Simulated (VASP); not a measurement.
Wanted: the native input for a VASP 6.6.1 run.

```yaml
Task: single point
Functional: PBE
Potentials_or_basis: VASP PAW PBE potentials, release 64 (Cl)
Cutoff: 520 eV
k_mesh: 15 × 15 × 15
Occupations: fermi-dirac, width 0.1 eV
Spin: no spin polarisation
Dipole_correction: no
Further_INCAR_settings: ALGO = Normal; EDIFF = 1e-07; NBANDS = 10
```

The structure of Cl lies in POSCAR:

```
Cl
1.0
    2.4834155033      0.0000000000      0.0000000000
    0.0000000000      2.4834155033      0.0000000000
    0.0000000000      0.0000000000      2.4834155033
Cl
1
Direct
    0.0000000000      0.0000000000      0.0000000000
```

This cell differs from its parent crystal: volume scaled by 0.65.

These files were run (other wordings do the same):

INCAR

```
  ALGO = Normal
  EDIFF = 1E-7
  ENCUT = 520
  GGA = PE
  ISIF = 2
  ISMEAR = -1
  LASPH = T
  LCHARG = F
  LREAL = F
  LWAVE = F
  NBANDS = 10
  NELM = 100
  PREC = Accurate
  SIGMA = 0.1
```

KPOINTS

```
k-points
0
Gamma
  15 15 15
```

Potentials or basis: VASP PAW PBE potentials, release 64 (Cl).

Run with:

```console
$ cat potpaw_PBE.64/Cl/POTCAR > POTCAR
$ mpirun -np 1 vasp_std > vasp.out
```

It gave:

* Pressure: 41.9 GPa

Caveat: an odd number of electrons without spin polarisation forces a metal; a magnetic or distorted state may lie lower.

Run time: 20 s on 1 thread of AMD EPYC 7R13, with other jobs on the host, peak memory 0.09 GiB.
